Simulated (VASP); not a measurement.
Input of a VASP 6.6.1 run:

File INCAR:

```
SYSTEM = RbSnTe
PREC     = Accurate       ! precision mode
ENCUT    = 520            ! plane-wave cutoff, eV
EDIFF    = 1E-6           ! SCF threshold, eV
ISMEAR   = 0              ! smearing method
SIGMA    = 0.1            ! smearing width, eV
LREAL    = .False.        ! projectors in reciprocal space
LASPH    = .True.         ! aspherical terms in the spheres
NELM     = 100            ! most SCF steps
ALGO     = Fast           ! electronic algorithm
ISIF     = 2              ! what is computed and relaxed
LWAVE    = .False.        ! write WAVECAR
LCHARG   = .True.         ! write CHGCAR
GGA      = PE             ! functional
LELF     = .True.         ! ELF
LVHAR    = .True.       
NBANDS   = 38             ! bands
```

KPOINTS

```
regular mesh
0
Gamma
  4 4 2
  0 0 0
```

The input POSCAR:

```
RbSnTe
1.0
    5.1221566860      0.0000000000      0.0000000000
    0.0000000000      5.1221566860      0.0000000000
    0.0000000000      0.0000000000      8.3917081235
Rb Sn Te
2 2 2
Direct
    0.0000000000      0.0000000000      0.0000000000
    0.5000000000      0.5000000000      0.0000000000
    0.0000000000      0.5000000000      0.3354990145
    0.5000000000      0.0000000000      0.6645009855
    0.0000000000      0.5000000000      0.6821021713
    0.5000000000      0.0000000000      0.3178978287
```

Potentials or basis: VASP PAW PBE potentials, release 64 (Rb_sv, Sn_d, Te).

Run with:

```bash
$ cat potpaw_PBE.64/Rb_sv/POTCAR potpaw_PBE.64/Sn_d/POTCAR potpaw_PBE.64/Te/POTCAR > POTCAR
$ mpirun -np 1 vasp_std > vasp.out
```

Question: Estimate the pressure.

Answer: 0.1 GPa.

Question: Estimate the largest force.

Answer: 0.010 eV/Å.

Forces in eV/Å, atoms in the order of the input:
```
Rb   0.000  0.000  0.000
Rb   0.000  0.000  0.000
Sn   0.000  0.000 -0.010
Sn   0.000  0.000  0.010
Te   0.000  0.000 -0.009
Te   0.000  0.000  0.009
```

Caveat: the k points lie up to 0.37 Å⁻¹ apart, too coarse for converged energies and pressures of a metal.
